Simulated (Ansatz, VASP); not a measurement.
# LiF: VASP beside Ansatz

```xyz
4
Lattice="3.0609 0.0000 0.0000 -1.5305 2.6508 0.0000 0.0000 0.0000 4.2736" Properties=species:S:1:pos:R:3 pbc="T T T"
Li    0.0000    1.7672    1.6410
Li    1.5305    0.8836    3.7778
F     0.0000    1.7672    4.2353
F     1.5305    0.8836    2.0984
```

Alike in both runs: task single point; functional LDA; k mesh 9 × 9 × 6; occupations gaussian, width 0.05 eV; no spin polarisation.

|  | VASP | Ansatz |
| --- | --- | --- |
| version | VASP 6.6.1 | Ansatz 0.2.0 |
| potentials or method | VASP PAW LDA potentials, release 64 (Li_sv, F), cutoff 520 eV | scalar-relativistic, plane waves, PAW |
| valence electrons in the cell | 20 | 20 |

|  | VASP | Ansatz | Ansatz less VASP |
| --- | --- | --- | --- |
| gap on the k mesh at the Fermi level (eV) | 8.08 | 8.09 | +0.017 |
| least direct gap on the mesh (eV) | 8.08 | 8.09 | +0.017 |
| rms of the force components (eV/Å) | 0.463 | 0.452 | -0.0102 |

LDA's correlation is that of Perdew and Zunger in VASP and of Perdew and Wang (1992) in Ansatz. Atom by atom the forces differ by 0.010 eV/Å (rms over components).

Noted on VASP's run: the cutoff is short for stress, so the pressure is rough.
